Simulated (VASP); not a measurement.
Here is a VASP 6.6.1 calculation.

Contents of INCAR:

```
PREC = Accurate
ENCUT = 520
EDIFF = 1E-6
ISMEAR = 0
SIGMA = 0.02
LREAL = False
LASPH = True
NELM = 60
ALGO = Normal
ISIF = 2
LWAVE = False
LCHARG = False
GGA = PE
NBANDS = 12
```

Contents of KPOINTS:

```
Automatic mesh
0
Gamma
  10 10 10
```

Contents of POSCAR:

```
LiF
1.0
    0.0000000000      2.2040209809      2.2040209809
    2.2040209809      0.0000000000      2.2040209809
    2.2040209809      2.2040209809      0.0000000000
Li F
1 1
Direct
    0.7500000000      0.7500000000      0.7500000000
    0.0000000000      0.0000000000      0.0000000000
```

Potentials or basis: VASP PAW PBE potentials, release 64 (Li_sv, F).

The run is started by

```bash
$ cat potpaw_PBE.64/Li_sv/POTCAR potpaw_PBE.64/F/POTCAR > POTCAR
$ mpirun -np 1 vasp_std > vasp.out
```

Problem. What does it give for the band gap on the k mesh?

Solution. 7.48 eV, direct.

 A k mesh can miss the band edges.
